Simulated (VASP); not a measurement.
Input of a VASP 6.6.1 run:

The input INCAR:

```
SYSTEM = C
PREC = Accurate
ENCUT = 520
EDIFF = 1E-6
ISMEAR = 0
SIGMA = 0.05
LREAL = .FALSE.
LASPH = .TRUE.
NELM = 60
ALGO = Normal
ISIF = 2
LWAVE = .FALSE.
LCHARG = .TRUE.
GGA = PE
IVDW = 12
LELF = .TRUE.
LVHAR = .TRUE.
NBANDS = 11
```

KPOINTS

```
Automatic mesh
0
G
  15 15 15
  0 0 0
```

POSCAR

```
C
1.0
    1.2324809262      0.7115731945      3.3609366220
   -1.2324809262      0.7115731945      3.3609366220
    0.0000000000     -1.4231463891      3.3609366220
C
2
Direct
    0.1689113136      0.1689113136      0.1478312615
    0.8310886864      0.8310886864      0.8521687385
```

Potentials or basis: VASP PAW PBE potentials, release 64 (C).

Launch:

```bash
$ cat potpaw_PBE.64/C/POTCAR > POTCAR
$ mpirun -np 1 vasp_std > vasp.out
```

(1) Estimate the band gap on the k mesh.

(2) Predict the largest force.

Results:

(1) 0.19 eV, direct.

(2) 3.324 eV/Å.

Caveat: the cell differs from its parent crystal (mode 4 frozen in at -0.048 Å and mode 6 at +0.030 Å (largest displacements)); forces of over 1 eV/Å act on the atoms, so gaps and moduli don't describe the material at rest.
